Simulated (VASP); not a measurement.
# Al36C (a cell with a defect) in VASP: single point with PBE

Aim: the single point of Al36C (a cell with a defect) with PBE.

Program: VASP 6.6.1. These are calculated values, not measurements. Logs are shortened: lines on timing, memory, paths and dates and some standing lists are left out, and cuts for length are marked.

## (1) The cell of the first run

The cell holds a defect, 37 atoms: a = 8.568 Å, b = 8.568 Å, c = 11.424 Å, α = 60.00°, β = 60.00°, γ = 60.00°.

## (2) Single point, PBE

File INCAR:

```
PREC = Accurate
ENCUT = 520
EDIFF = 1E-7
ISMEAR = 1
SIGMA = 0.1
LREAL = Auto
LASPH = True
NELM = 80
ALGO = Normal
ISIF = 2
LWAVE = False
LCHARG = False
GGA = PE
NBANDS = 80
```

File KPOINTS:

```
regular mesh
0
Gamma
  4 4 3
```

File POSCAR:

```
Al36C
1.0
    0.0000000000      6.0583944000      6.0583944000
    6.0583944000      0.0000000000      6.0583944000
    8.0778592000      8.0778592000      0.0000000000
Al C
36 1
Direct
   -0.0003105700     -0.0070058500      0.0012514400
   -0.0123812000      0.0060328200      0.2473418500
   -0.0037713100      0.0014682800      0.5057000700
    0.0059088300     -0.0037054900      0.7512455400
    0.0010377700      0.3296206900     -0.0004695800
    0.0022553300      0.3265524400      0.2537261900
    0.0090536800      0.3303377900      0.5014900000
    0.0049397600      0.3311600800      0.7481406100
    0.0017681400      0.6613323200      0.0002629300
   -0.0076765600      0.6621907500      0.2528250200
   -0.0148125000      0.6736791100      0.5031552900
   -0.0051921300      0.6644686100      0.7559271300
    0.3312263500      0.0027542600     -0.0045146800
    0.3325504600     -0.0252512100      0.2582954400
    0.3345150400      0.0050409600      0.5007185200
    0.3329475800      0.0041799400      0.7462974400
    0.3340951600      0.3250581100      0.0048849000
    0.3340990700      0.3253345600      0.2508048200
    0.3351422300      0.3655320400      0.4879576000
    0.3344902200      0.3325991300      0.7502869100
    0.3370409000      0.6629717900     -0.0086337900
    0.3081185000      0.6800158100      0.2249824700
    0.3192060600      0.6753408600      0.5276498900
    0.3368979200      0.6611030900      0.7573358100
    0.6678127800     -0.0069380500      0.0027512500
    0.6646390900     -0.0032547000      0.2502110600
    0.6593628000      0.0117222400      0.4977674500
    0.6681543900     -0.0017544900      0.7515609400
    0.6708166300      0.3251630000      0.0006860100
    0.6636049500      0.3402915300      0.2464412900
    0.6750345600      0.3297564700      0.5067288100
    0.6734036300      0.3259461200      0.7541692900
    0.6663864100      0.6648176700     -0.0031109600
    0.6810038800      0.6634915000      0.2460566900
    0.6698806100      0.6609985700      0.5063449800
    0.6676600600      0.6635028000      0.7509647800
    0.4310977400      0.6196487400      0.3514722600
```

Potentials or basis: VASP PAW PBE potentials, release 64 (Al, C).

Run with:

```sh
cat potpaw_PBE.64/Al/POTCAR potpaw_PBE.64/C/POTCAR > POTCAR
mpirun -np 1 vasp_std > vasp.out
```

OUTCAR:

```text
PREC = Accurate
   ENCUT = 520
   EDIFF = 1E-7
   ISMEAR = 1
   LREAL = Auto
   LASPH = True
   NELM = 80
   ISIF = 2
   GGA = PE

 ion  position               nearest neighbor table
   1  1.000  0.993  0.001-   4 2.82   2 2.82  29 2.83  25 2.83   9 2.84  13 2.85  10 2.85  26 2.86
                            21 2.86   5 2.88  16 2.88   8 2.89
   2  0.988  0.006  0.247-  22 2.78  26 2.79   5 2.80   1 2.82  30 2.82  27 2.84   6 2.85  11 2.89
                            14 2.89  10 2.90  13 2.91   3 2.97
   3  0.996  0.001  0.506-  31 2.78  23 2.79  28 2.81   4 2.83   6 2.83   7 2.85  14 2.86  11 2.87
                            12 2.87  15 2.89  27 2.89   2 2.97
   4  0.006  0.996  0.751-  16 2.81   1 2.82   3 2.83  32 2.84  15 2.84   8 2.85  24 2.85   7 2.86
                             9 2.86  12 2.86  28 2.88  25 2.89
   5  0.001  0.330  1.000-   2 2.80  13 2.82  12 2.83  29 2.84   8 2.85   9 2.85  20 2.85  30 2.86
                            17 2.87  33 2.87   1 2.88   6 2.90
   6  0.002  0.327  0.254-  34 2.82  18 2.82  10 2.83   3 2.83  17 2.84  31 2.85   2 2.85   7 2.88
                             9 2.88  30 2.89   5 2.90  14 2.93
   7  0.009  0.330  0.501-  15 2.79   8 2.80  18 2.83  31 2.83  10 2.85   3 2.85  11 2.85   4 2.86
                            35 2.87   6 2.88  19 2.88  32 2.88
   8  0.005  0.331  0.748-   7 2.80  16 2.81  32 2.83  20 2.84   4 2.85   5 2.85  12 2.86  36 2.87
                            11 2.87  29 2.87   1 2.89  19 2.91
   9  0.002  0.661  0.000-  34 2.78  12 2.81  24 2.82  21 2.83   1 2.84  10 2.85   5 2.85  25 2.85
[... 40 lines left out ...]
                            18 2.87   8 2.87  36 2.88  21 2.88
  30  0.664  0.340  0.246-  37 2.62  19 2.79  33 2.82   2 2.82  29 2.84  27 2.84  34 2.84   5 2.86
                            18 2.86   6 2.89  26 2.92  31 2.98  22 3.00
  31  0.675  0.330  0.507-   3 2.78  32 2.80  35 2.81  28 2.82   7 2.83  27 2.85   6 2.85  20 2.85
                            19 2.88  34 2.92  30 2.98  23 3.01
  32  0.673  0.326  0.754-  29 2.80  31 2.80   8 2.83   4 2.84  28 2.85  25 2.85  36 2.85  35 2.85
                            24 2.88   7 2.88  17 2.89  20 2.90
  33  0.666  0.665  0.997-  12 2.78  36 2.81  30 2.82  28 2.83  25 2.85  22 2.86  21 2.86   5 2.87
                            29 2.87   9 2.88  13 2.88  34 2.91
  34  0.681  0.663  0.246-  37 1.99  10 2.70   9 2.78  25 2.80  26 2.81   6 2.82  14 2.84  30 2.84
                            33 2.91  35 2.92  31 2.92  23 3.16  22 3.25
  35  0.670  0.661  0.506-  11 2.74  36 2.80  31 2.81  10 2.83  23 2.83  32 2.85  24 2.86   7 2.87
                            26 2.90  15 2.91  27 2.91  34 2.92
  36  0.668  0.664  0.751-  11 2.78  21 2.79  35 2.80  24 2.81  33 2.81  12 2.84  32 2.85   8 2.87
                            28 2.87  29 2.88  16 2.89  27 2.94
  37  0.431  0.620  0.351-  22 1.92  23 1.94  34 1.99  19 2.23  14 2.49  30 2.62

  LATTYP: Found a base centered monoclinic cell.
 ALAT       =    14.8399749405
 B/A-ratio  =     0.5773502692
 C/A-ratio  =     0.7698003589
 COS(beta)  =    -0.5773502692

  Lattice vectors:

 A1 = (   0.0000000000,  -6.0583944000,  -6.0583944000)
[... 234 lines left out ...]
   EFERMI_NEDOS =   21; number of points for ismear=-14 and -15
   IALGO  =     38    algorithm
   IMIX   =      4    mixing-type and parameters
     AMIX     =   0.40;   BMIX     =  1.00
     AMIX_MAG =   1.60;   BMIX_MAG =  1.00
  volume/ion in A,a.u.               =      16.03       108.15
  Fermi-wavevector in a.u.,A,eV,Ry     =   0.939291  1.775004 12.003992  0.882268
  Thomas-Fermi vector in A             =   2.066589
   LORBIT       =      0    0 simple, 1 ext, 2 COOP (PROOUT), +10 PAW based schemes
   GGA     = PE    functional components
   LHFCALC =     F    Hartree Fock is set to
   AEXX    =    0.0000 exact exchange contribution
   IVDW    =     0    specifies the selected vdW correction
   LEPSILON=     F    determine dielectric tensor
   LRPA    =     F    only Hartree local field effects (RPA)
 non-spin polarized calculation
 Methfessel and Paxton  Order N= 1 SIGMA  =   0.10
  energy-cutoff  :      520.00
  volume of cell :      592.98
 maximum number of plane-waves:     16003
   NGX = 31   NGY = 31   NGZ = 43

 number of electron     112.0000000 magnetization

 Free energy of the ion-electron system (eV)
  ---------------------------------------------------
  ext. energy  EPLUGINS =         0.00000000
  ---------------------------------------------------
  free energy    TOTEN  =      -142.21441283 eV

  energy without entropy =     -142.21413119  energy(sigma->0) =     -142.21431895

 E-fermi :   8.0763     XC(G=0): -10.2633

 val. band max:        8.0704353176   @ k =   0.0000   0.5000  -0.3333
 cond. band min:       8.0808366844   @ k =   0.5000   0.0000   0.3333
 fundamental gap:      0.0104013668
 Fermi energy:         8.0763007575

 k-point     1 :       0.0000    0.0000    0.0000
  band No.  band energies     occupation
      1      -4.4474      2.00000
      2      -2.7039      2.00000
      3      -1.4580      2.00000
      4      -1.1286      2.00000
      5      -0.5205      2.00000
      6      -0.3146      2.00000
[... 1693 lines left out ...]
     67       9.5714     -0.00000
     68       9.7297     -0.00000

 [... further k-points ...]

 [bands above 68 left out]

------------------------ aborting loop because EDIFF is reached ----------------------------------------

  FORCE on cell =-STRESS in cart. coord.  units (eV):
  Direction    XX          YY          ZZ          XY          YZ          ZX
  --------------------------------------------------------------------------------------
  -------------------------------------------------------------------------------------
  Total        5.6394206      7.3466421      3.7321819      2.1457284      1.9759840     -1.1788301
  in kB       15.2371487     19.8498900     10.0839811      5.7975429      5.3389105     -3.1850808
  external PRESSURE =      15.0570066 kB  Pullay stress =       0.0000000 kB

 VOLUME and BASIS-vectors are now :
 -----------------------------------------------------------------------------
  energy-cutoff  :      520.00
  volume of cell :      592.98
      direct lattice vectors                 reciprocal lattice vectors
     0.000000000  6.058394400  6.058394400    -0.082530117  0.082530117  0.082530117
     6.058394400  0.000000000  6.058394400     0.082530117 -0.082530117  0.082530117
     8.077859200  8.077859200  0.000000000     0.061897588  0.061897588 -0.061897588

 POSITION                                       TOTAL-FORCE (eV/Angst)
 -----------------------------------------------------------------------------------
      6.02606      6.06662     12.07246        -0.031710     -0.047974      0.106100
      2.03454      7.98138      6.01993         0.021760      0.230739      0.042565
      4.09387     10.12052      6.04444        -0.168810     -0.015562     -0.046366
     12.10440      6.10425      6.07174         0.034223     -0.017752     -0.068795
     10.07104      8.08035      2.00326         0.003691     -0.031524      0.031063
      4.02795      2.06323      1.99205        -0.047226     -0.106363     -0.025174
[... 29 lines left out ...]
     10.08595     10.11114      8.06471         0.047961      0.005372      0.014553
      6.59322      5.45090      6.36584        -0.089231      0.151217     -0.052580
 -----------------------------------------------------------------------------------
    total drift:                                0.007290      0.011920     -0.001496

  FREE ENERGIE OF THE ION-ELECTRON SYSTEM (eV)
  ---------------------------------------------------
  free  energy   TOTEN  =      -142.2144128280 eV

  energy  without entropy=     -142.2141311871  energy(sigma->0) =     -142.21431895
```

OSZICAR:

```text
N       E                     dE             d eps       ncg     rms          rms(c)
DAV:   1     0.167381240928E+03    0.16738E+03   -0.39852E+04  4160   0.114E+03
DAV:   2    -0.124363040050E+03   -0.29174E+03   -0.27211E+03  4872   0.149E+02
DAV:   3    -0.145181396762E+03   -0.20818E+02   -0.19957E+02  5136   0.331E+01
DAV:   4    -0.145740337014E+03   -0.55894E+00   -0.55396E+00  4976   0.569E+00
DAV:   5    -0.145747443724E+03   -0.71067E-02   -0.70983E-02  4960   0.738E-01    0.115E+01
DAV:   6    -0.142035987303E+03    0.37115E+01   -0.10821E+01  6176   0.125E+01    0.555E+00
DAV:   7    -0.142415695200E+03   -0.37971E+00   -0.80944E+00  4560   0.654E+00    0.386E+00
DAV:   8    -0.142289647056E+03    0.12605E+00   -0.14047E+00  5232   0.316E+00    0.215E+00
DAV:   9    -0.142219417481E+03    0.70230E-01   -0.17342E-01  4624   0.136E+00    0.829E-01
DAV:  10    -0.142215103538E+03    0.43139E-02   -0.97483E-02  4928   0.701E-01    0.516E-01
DAV:  11    -0.142214882582E+03    0.22096E-03   -0.79652E-03  4968   0.308E-01    0.191E-01
DAV:  12    -0.142214446615E+03    0.43597E-03   -0.17945E-03  4592   0.115E-01    0.471E-02
DAV:  13    -0.142214414805E+03    0.31810E-04   -0.38888E-04  6104   0.609E-02    0.284E-02
DAV:  14    -0.142214418056E+03   -0.32511E-05   -0.12887E-04  4776   0.343E-02    0.252E-02
DAV:  15    -0.142214413235E+03    0.48211E-05   -0.29875E-05  4592   0.125E-02    0.513E-03
DAV:  16    -0.142214413016E+03    0.21870E-06   -0.10427E-06  5496   0.281E-03    0.366E-03
DAV:  17    -0.142214412856E+03    0.15981E-06   -0.28199E-07  4104   0.129E-03    0.159E-03
DAV:  18    -0.142214412828E+03    0.28384E-07   -0.14583E-07  3592   0.989E-04
   1 F= -.14221441E+03 E0= -.14221432E+03  d E =-.281641E-03
```

It took 1.7 h on 1 thread of Oxide Virtual Turin-like, shared host; peak memory 1.1 GiB.

Results:

```yaml
Free_energy: -142.2144 eV
Pressure: 1.5 GPa
Largest_force: 0.285 eV/Å
Band_gap_on_the_k_mesh: zero (bands 56 and 57 overlap by 0.64 eV)
```

Forces on the atoms (eV/Å):
```
Al  -0.032 -0.048  0.106
Al   0.022  0.231  0.043
Al  -0.169 -0.016 -0.046
Al   0.034 -0.018 -0.069
Al   0.004 -0.032  0.031
Al  -0.047 -0.106 -0.025
Al   0.061 -0.006  0.008
Al   0.086  0.035 -0.038
Al  -0.071  0.035 -0.030
Al   0.000  0.024 -0.005
Al   0.089 -0.030  0.070
Al   0.006 -0.048 -0.004
Al   0.030  0.015  0.031
Al   0.049 -0.097  0.019
Al  -0.058  0.037  0.005
Al  -0.054  0.143  0.023
Al  -0.027 -0.015  0.033
Al  -0.034 -0.017  0.057
Al  -0.082  0.118  0.028
Al  -0.041  0.113 -0.004
Al   0.031  0.027 -0.040
Al  -0.053 -0.278 -0.033
Al   0.265  0.016 -0.006
Al  -0.032  0.001  0.003
Al   0.016 -0.101 -0.001
Al   0.046 -0.020 -0.096
Al   0.092  0.022  0.024
Al   0.014 -0.047 -0.043
Al  -0.011 -0.085  0.021
Al   0.065  0.083 -0.022
Al  -0.044 -0.139 -0.048
Al   0.050 -0.005 -0.074
Al  -0.080 -0.012  0.032
Al  -0.087  0.110  0.067
Al   0.003 -0.048  0.023
Al   0.048  0.005  0.015
C   -0.089  0.151 -0.053
```
